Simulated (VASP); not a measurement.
Here is a VASP 6.6.1 calculation.

File INCAR:

```
SYSTEM = Pd
PREC = Accurate ; ENCUT = 500
EDIFF = 1E-6 ; ISMEAR = 0
SIGMA = 0.1 ; LREAL = .FALSE.
LASPH = .TRUE. ; NELM = 120
ALGO = Normal ; ISIF = 2
LWAVE = .FALSE. ; LCHARG = .TRUE.
GGA = PS ; IVDW = 12
LELF = .TRUE. ; LVHAR = .TRUE.
NBANDS = 11 ; GGA_COMPAT = .FALSE.
```

The input KPOINTS:

```
regular mesh
0
G
  8 8 8
  0 0 0
```

Contents of POSCAR:

```
Pd
1.0
    0.0000000000      1.9400000000      1.9400000000
    1.9400000000      0.0000000000      1.9400000000
    1.9400000000      1.9400000000      0.0000000000
Pd
1
Direct
    0.0000000000      0.0000000000      0.0000000000
```

Potentials or basis: VASP PAW PBE potentials, release 64 (Pd).

The run is started by

```sh
$ cat potpaw_PBE.64/Pd/POTCAR > POTCAR
$ mpirun -np 1 vasp_std > vasp.out
```

What does it give for the dispersion energy per atom?

-0.628 eV.

Predict the pressure.

-7.1 GPa.

What does it give for the band gap on the k mesh?

Zero (bands 5 and 6 overlap by 1.63 eV).

Caveat: the cell stands under tension; the PAW data sets were made with another functional, which shifts forces and pressure a little.
